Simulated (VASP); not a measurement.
Crystal: P3C.

```
P C
1.0
     1.67323   -2.32412    0.00000
     1.67323    2.32412    0.00000
     0.00000    0.00000    9.18404
P C
3 1
Direct
  0.50000 0.50000 0.74221
  0.00000 0.00000 0.50000
  0.50000 0.50000 0.25779
  0.00000 0.00000 0.00000
```

The cell was built from a structure type or drawn by symmetry, and may not be a known phase.

```yaml
Program: VASP 6.6.1
Task: relaxation of cell and atoms
Functional: PBE
Potentials_or_basis: VASP PAW PBE potentials, release 64 (P, C)
Cutoff: 600 eV
k_mesh: 6 × 6 × 2
Occupations: gaussian, width 0.1 eV
Spin: no spin polarisation
```

At the start: pressure -17.1 GPa; volume 17.86 Å³/atom.

Task: How do energy, volume and symmetry change on relaxing?

Result: Over 33 steps the energy falls by 1085.7 meV/atom and the volume is 13.57 Å³/atom (-24.0 %); space group Cmmm (No. 65, to 0.1 Å) before and after.

Step by step:
```tsv
step	energy change (eV)	largest force (eV/Å)	pressure (GPa)	volume (Å³)
1	0.0000	0.2104	-17.14	71.43
2	-1.5348	1.0690	-5.23	53.43
3	-1.6369	1.4438	0.11	49.79
4	-1.6409	1.5727	2.05	48.86
5	-2.0842	2.1622	5.68	46.29
6	-2.5432	2.8117	14.17	43.09
7	-1.5515	1.5150	77.92	36.32
8	-2.5387	3.5269	21.25	41.87
9	-2.5005	2.8095	43.64	39.13
10	-2.6264	3.8866	30.68	40.41
11	-2.6153	3.5492	34.88	39.97
12	-2.7211	2.8676	36.59	39.96
13	-2.8828	2.0454	39.18	39.92
14	-2.6872	2.5975	50.89	39.76
15	-2.9169	1.0710	40.13	39.90
16	-2.8953	1.0751	45.13	39.83
17	-2.9374	0.4288	41.18	39.88
18	-3.1520	0.2469	36.07	40.73
19	-3.6577	0.0892	23.92	43.38
20	-4.1002	0.6009	5.21	49.00
21	-4.1171	0.6027	3.00	50.15
22	-4.1194	0.6154	1.39	50.94
23	-4.1794	0.3199	0.78	51.38
24	-4.2730	0.5412	-0.25	52.66
25	-4.2765	0.8365	-0.56	52.96
26	-4.3003	0.7909	0.36	53.10
27	-4.3167	0.4802	2.12	53.32
28	-4.3354	0.1121	1.24	54.02
29	-4.3377	0.0765	0.83	54.38
30	-4.3411	0.0586	-0.47	54.68
31	-4.3411	0.0637	-0.51	54.69
32	-4.3419	0.0490	-0.37	54.57
33	-4.3429	0.0157	0.01	54.27
```

Final structure:
```
P C
1.0
     1.38281   -2.86706    0.00000
     1.38281    2.86706    0.00000
     0.00000    0.00000    6.84406
P C
3 1
Direct
  0.50000 0.50000 0.81050
  0.00000 0.00000 0.50000
  0.50000 0.50000 0.18950
  0.00000 0.00000 0.00000
```

Caveat: the k points lie up to 0.46 Å⁻¹ apart in the final cell, too coarse for converged energies and pressures of a metal; the volume moved by over 15 % at a fixed basis, so the end points are rough.
